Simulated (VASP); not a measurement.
# C (C2/m) in VASP: notebook

C is run at these levels: PBEsol; tasks: single point.

Program: VASP 6.6.1. These are calculated values, not measurements. Logs are shortened: lines on timing, memory, paths and dates and some standing lists are left out, and cuts for length are marked.

### Step 1. The cell of the first run

The structure is monoclinic, space group C2/m (No. 12). The conventional cell has a = 4.255 Å, b = 2.457 Å, c = 3.765 Å, α = 90.00°, β = 111.49°, γ = 90.00°. C (site symmetry m) has 3 C at 1.42 Å within 1.9 Å.

### Step 2. Single point, PBEsol

File INCAR:

```
  PREC = Accurate
  ENCUT = 520
  EDIFF = 1E-7
  ISMEAR = 1
  SIGMA = 0.0726
  LREAL = F
  LASPH = T
  NELM = 80
  ALGO = Normal
  ISIF = 2
  LWAVE = F
  LCHARG = F
  GGA = PS
  NBANDS = 11
```

File KPOINTS:

```
Automatic mesh
0
Gamma
  12 12 7
```

File POSCAR:

```
C
1.0
    2.1273200000     -1.2282820000      0.0000000000
    2.1273200000      1.2282820000      0.0000000000
   -1.3790700000      0.0000000000      3.5028300000
C
2
Direct
    0.8333560000      0.8333560000      0.0000930000
    0.1666440000      0.1666440000      0.9999070000
```

Potentials or basis: VASP PAW PBE potentials, release 64 (C).

Launch:

```sh
$ cat potpaw_PBE.64/C/POTCAR > POTCAR
$ mpirun -np 1 vasp_std > vasp.out
```

OUTCAR:

```text
PREC = Accurate
   ENCUT = 520
   EDIFF = 1E-7
   ISMEAR = 1
   LREAL = F
   LASPH = T
   NELM = 80
   ISIF = 2
   GGA = PS

 ion  position               nearest neighbor table
   1  0.833  0.833  0.000-   2 1.42   2 1.42   2 1.42
   2  0.167  0.167  1.000-   1 1.42   1 1.42   1 1.42

  LATTYP: Found a base centered monoclinic cell.
 ALAT       =     4.2546400000
 B/A-ratio  =     0.5773846906
 C/A-ratio  =     0.8848047021
 COS(beta)  =    -0.3663330234

  Lattice vectors:

 A1 = (   2.1273200000,  -1.2282820000,   0.0000000000)
 A2 = (   2.1273200000,   1.2282820000,   0.0000000000)
 A3 = (  -1.3790700000,   0.0000000000,   3.5028300000)

Analysis of symmetry for initial positions (statically):
=====================================================================
 Subroutine PRICEL returns:
 Original cell was already a primitive cell.

 Routine SETGRP: Setting up the symmetry group for a
 base centered monoclinic supercell.

 Subroutine GETGRP returns: Found  4 space group operations
 (whereof  4 operations were pure point group operations)
 out of a pool of  4 trial point group operations.

The static configuration has the point symmetry C_2h.

Analysis of symmetry for dynamics (positions and initial velocities):
=====================================================================
 Subroutine PRICEL returns:
 Original cell was already a primitive cell.

 Routine SETGRP: Setting up the symmetry group for a
 base centered monoclinic supercell.

 Subroutine GETGRP returns: Found  4 space group operations
 (whereof  4 operations were pure point group operations)
 out of a pool of  4 trial point group operations.

The dynamic configuration has the point symmetry C_2h.

 Subroutine INISYM returns: Found  4 space group operations
 (whereof  4 operations are pure point group operations),
 and found     1 'primitive' translations

----------------------------------------------------------------------------------------

                                     Primitive cell

  volume of cell :      18.3054

  direct lattice vectors                    reciprocal lattice vectors
     2.127320000 -1.228282000  0.000000000     0.235037512 -0.407072643  0.092534660
     2.127320000  1.228282000  0.000000000     0.235037512  0.407072643  0.092534660
    -1.379070000  0.000000000  3.502830000     0.000000000  0.000000000  0.285483452

  length of vectors
     2.456454163  2.456454163  3.764525478     0.479075601  0.479075601  0.285483452

  position of ions in fractional coordinates (direct lattice)
     0.833356000  0.833356000  0.000093000
     0.166644000  0.166644000  0.999907000

  ion indices of the primitive-cell ions
   primitive index   ion index
                 1           1
                 2           2

----------------------------------------------------------------------------------------

 KPOINTS: Automatic mesh

Automatic generation of k-mesh.
 Grid dimensions read from file:
 generate k-points for:   12   12    7

 Generating k-lattice:

  Cartesian coordinates                     Fractional coordinates (reciprocal lattice)
     0.019586459 -0.033922720  0.007711222     0.083333333  0.000000000  0.000000000
     0.019586459  0.033922720  0.007711222     0.000000000  0.083333333  0.000000000
     0.000000000  0.000000000  0.040783350     0.000000000  0.000000000  0.142857143

  Length of vectors
     0.039922967  0.039922967  0.040783350

  Shift w.r.t. Gamma in fractional coordinates (k-lattice)
     0.000000000  0.000000000  0.000000000

 Subroutine IBZKPT returns following result:
 ===========================================

 Found    277 irreducible k-points:

 Following reciprocal coordinates:
            Coordinates               Weight
  0.000000  0.000000  0.000000      1.000000
  0.083333  0.000000 -0.000000      4.000000
  0.166667 -0.000000  0.000000      4.000000
  0.250000  0.000000  0.000000      4.000000
  0.333333 -0.000000 -0.000000      4.000000
  0.416667  0.000000 -0.000000      4.000000
[... 16 lines left out ...]
  0.500000  0.166667  0.000000      4.000000
 -0.416667  0.166667  0.000000      4.000000
 [... further k-points ...]
   k-points           NKPTS =    277   k-points in BZ     NKDIM =    277   number of bands    NBANDS=     11
   number of dos      NEDOS =    301   number of ions     NIONS =      2
   total plane-waves  NPLWV =   9072
   dimension x,y,z NGX =    18 NGY =   18 NGZ =   28
   dimension x,y,z NGXF=    36 NGYF=   36 NGZF=   56
   ions per type =               2
   NGX,Y,Z   is equivalent  to a cutoff of  12.18, 12.18, 12.37 a.u.
   NGXF,Y,Z  is equivalent  to a cutoff of  24.36, 24.36, 24.73 a.u.
 SYSTEM =  unknown system
   PREC   = accura    normal or accurate (medium, high low for compatibility)
   ISTART =      0    job   : 0-new  1-cont  2-samecut
   ICHARG =      2    charge: 1-file 2-atom 10-const
   ISPIN  =      1    spin polarized calculation?
   LNONCOLLINEAR =      F non collinear calculations
   LSORBIT =      F    spin-orbit coupling
   LASPH  =      T    aspherical Exc in radial PAW
   ENCUT  =  520.0 eV  38.22 Ry    6.18 a.u.   4.57  4.57  7.00*2*pi/ulx,y,z
   NELM   =     80;   NELMIN=  2; NELMDL= -5     # of ELM steps
   EDIFF  = 0.1E-06   stopping-criterion for ELM
   LREAL  =      F    real-space projection
   EDIFFG = 0.1E-05   stopping-criterion for IOM
   NSW    =      0    number of steps for IOM
   IBRION =     -1    ionic relax: 0-MD 1-quasi-New 2-CG
   NFREE  =      0    steps in history (QN), initial steepest desc. (CG)
   ISIF   =      2    stress and relaxation
   ISYM   =      2    0-nonsym 1-usesym 2-fastsym
   POTIM  = 0.5000    time-step for ionic-motion
   TEBEG  =    0.0;   TEEND  =   0.0 temperature during run
   PSTRESS=    0.0 pullay stress
   NELECT =       8.0000    total number of electrons
   NUPDOWN=      -1.0000    fix difference up-down
   EMIN   =  10.00;   EMAX   =-10.00  energy-range for DOS
   EFERMI =   0.00;   METHOD = LEGACY
   ISMEAR =     1;   SIGMA  =   0.07  broadening in eV -4-tet -1-fermi 0-gaus
   EFERMI_NEDOS =   21; number of points for ismear=-14 and -15
   IALGO  =     38    algorithm
   IMIX   =      4    mixing-type and parameters
     AMIX     =   0.40;   BMIX     =  1.00
     AMIX_MAG =   1.60;   BMIX_MAG =  1.00
  volume/ion in A,a.u.               =       9.15        61.77
  Fermi-wavevector in a.u.,A,eV,Ry     =   1.242352  2.347706 20.999772  1.543440
  Thomas-Fermi vector in A             =   2.376711
   LORBIT       =      0    0 simple, 1 ext, 2 COOP (PROOUT), +10 PAW based schemes
   GGA     = PS    functional components
   LHFCALC =     F    Hartree Fock is set to
   AEXX    =    0.0000 exact exchange contribution
   IVDW    =     0    specifies the selected vdW correction
   LEPSILON=     F    determine dielectric tensor
   LRPA    =     F    only Hartree local field effects (RPA)
 non-spin polarized calculation
 Methfessel and Paxton  Order N= 1 SIGMA  =   0.07
  energy-cutoff  :      520.00
  volume of cell :       18.31
 maximum number of plane-waves:       507
   NGX =  9   NGY =  9   NGZ = 13

 number of electron       8.0000000 magnetization

 Free energy of the ion-electron system (eV)
  ---------------------------------------------------
  ext. energy  EPLUGINS =         0.00000000
  ---------------------------------------------------
  free energy    TOTEN  =       -19.28726550 eV

  energy without entropy =      -19.28733389  energy(sigma->0) =      -19.28728830

 E-fermi :   4.0969     XC(G=0): -10.2646

 val. band max:        4.0601543658   @ k =  -0.3333   0.3333   0.0000
 cond. band min:       4.5361255739   @ k =  -0.3333   0.3333   0.4286
 fundamental gap:      0.4759712081
 Fermi energy:         4.0969202507

 k-point     1 :       0.0000    0.0000    0.0000
  band No.  band energies     occupation
      1     -15.3724      2.00000
      2      -2.5744      2.00000
      3       1.3171      2.00000
      4       1.3207      2.00000
      5       7.9901      0.00000
      6      12.6900      0.00000
      7      12.6923      0.00000
      8      15.8265      0.00000
      9      17.2530      0.00000
     10      26.8042      0.00000
     11      28.3122      0.00000

 k-point     2 :       0.0833    0.0000   -0.0000
  band No.  band energies     occupation
      1     -15.2045      2.00000
      2      -2.3965      2.00000
      3       0.6647      2.00000
      4       0.9759      2.00000
      5       8.2267      0.00000
      6      12.7680      0.00000
      7      13.3967      0.00000
      8      15.2434      0.00000
      9      17.5446      0.00000
     10      27.3198      0.00000
     11      27.6373      0.00000

 k-point     3 :       0.1667   -0.0000    0.0000
  band No.  band energies     occupation
      1     -14.7027      2.00000
      2      -1.8666      2.00000
      3      -0.9834      2.00000
      4       0.1723      2.00000
      5       8.9344      0.00000
      6      12.7528      0.00000
      7      13.7063      0.00000
      8      15.2630      0.00000
      9      18.4587      0.00000
     10      25.5340      0.00000
     11      28.3712      0.00000

 k-point     4 :       0.2500    0.0000    0.0000
  band No.  band energies     occupation
      1     -13.8733      2.00000
      2      -3.1011      2.00000
      3      -0.9998      2.00000
      4      -0.7180      2.00000
      5      10.0883      0.00000
      6      11.6077      0.00000
      7      12.5440      0.00000
      8      17.8431      0.00000
      9      19.6698      0.00000
     10      23.5015      0.00000
     11      26.7328      0.00000
[... 239 lines left out ...]
 k-point    22 :       0.4167    0.1667   -0.0000
  band No.  band energies     occupation
      1     -12.2170      2.00000
      2      -5.1851      2.00000
      3      -3.1721      2.00000
      4       0.3992      2.00000
      5       8.8255      0.00000
      6      12.9887      0.00000
      7      14.7996      0.00000
      8      17.2119      0.00000
      9      19.3035      0.00000
     10      23.0123      0.00000
     11      26.2467      0.00000

 k-point    23 :       0.5000    0.1667    0.0000
  band No.  band energies     occupation
      1     -10.8090      2.00000
      2      -7.1414      2.00000
      3      -3.7430      2.00000
      4       1.7461      2.00000
      5       7.0324      0.00000
      6      14.4326      0.00000
      7      14.8326      0.00000
      8      17.4892      0.00000
      9      18.9280      0.00000
     10      22.5731      0.00000
     11      27.3801      0.00000

 k-point    24 :      -0.4167    0.1667    0.0000
  band No.  band energies     occupation
      1      -9.5485      2.00000
      2      -8.6086      2.00000
      3      -3.9288      2.00000
      4       2.7592      2.00000
      5       5.9006      0.00000
      6      14.5034      0.00000
      7      15.4563      0.00000
      8      16.4001      0.00000
      9      19.3499      0.00000
     10      23.2449      0.00000
     11      27.0395      0.00000

 [... further k-points ...]
[... 5 lines left out ...]
  --------------------------------------------------------------------------------------
  -------------------------------------------------------------------------------------
  Total        0.2534964      0.2556418      0.0183091      0.0000000      0.0000000     -0.0029634
  in kB       22.1871969     22.3749692      1.6024986      0.0000000      0.0000000     -0.2593694
  external PRESSURE =      15.3882216 kB  Pullay stress =       0.0000000 kB

 VOLUME and BASIS-vectors are now :
 -----------------------------------------------------------------------------
  energy-cutoff  :      520.00
  volume of cell :       18.31
      direct lattice vectors                 reciprocal lattice vectors
     2.127320000 -1.228282000  0.000000000     0.235037512 -0.407072643  0.092534660
     2.127320000  1.228282000  0.000000000     0.235037512  0.407072643  0.092534660
    -1.379070000  0.000000000  3.502830000     0.000000000  0.000000000  0.285483452

 POSITION                                       TOTAL-FORCE (eV/Angst)
 -----------------------------------------------------------------------------------
      3.54550      0.00000      0.00033         0.007703      0.000000      0.008408
     -0.66993      0.00000      3.50250        -0.007703      0.000000     -0.008408
 -----------------------------------------------------------------------------------
    total drift:                                0.000000      0.000000     -0.000000

  FREE ENERGIE OF THE ION-ELECTRON SYSTEM (eV)
  ---------------------------------------------------
  free  energy   TOTEN  =       -19.2872654993 eV

  energy  without entropy=      -19.2873338878  energy(sigma->0) =      -19.28728830
```

Run time: 24 s. Hardware: 1 thread of AMD EPYC 9R45 (Zen 5), shared host; peak memory 0.12 GiB.

Results:

- Free energy: -19.2873 eV
- Pressure: 1.5 GPa
- Largest force: 0.011 eV/Å
- Band gap on the k mesh: 0.48 eV, indirect (least direct gap 0.50 eV)

Forces in eV/Å, atoms in the order of the input:
```
C    0.008  0.000  0.008
C   -0.008  0.000 -0.008
```

Levels at points of the mesh, in eV from the valence-band top:
| k point | band 2 | band 3 | band 4 | band 5 | band 6 | band 7 |
| --- | --- | --- | --- | --- | --- | --- |
| (0.00, 0.00, 0.00) | -6.63 | -2.74 | -2.74 | 3.93 | 8.63 | 8.63 |
| (0.50, 0.00, 0.00) | -13.09 | -6.16 | -1.85 | 2.19 | 7.86 | 11.71 |
| (0.50, 0.50, 0.00) | -13.03 | -6.20 | -2.40 | 1.60 | 7.56 | 12.98 |

Caveat: the PAW data sets were made with another functional, which shifts forces and pressure a little; this functional lacks dispersion, which binds the layers, so the pressure and a relaxed spacing across them are unreliable.

(Part 1 of 2 ends here.)
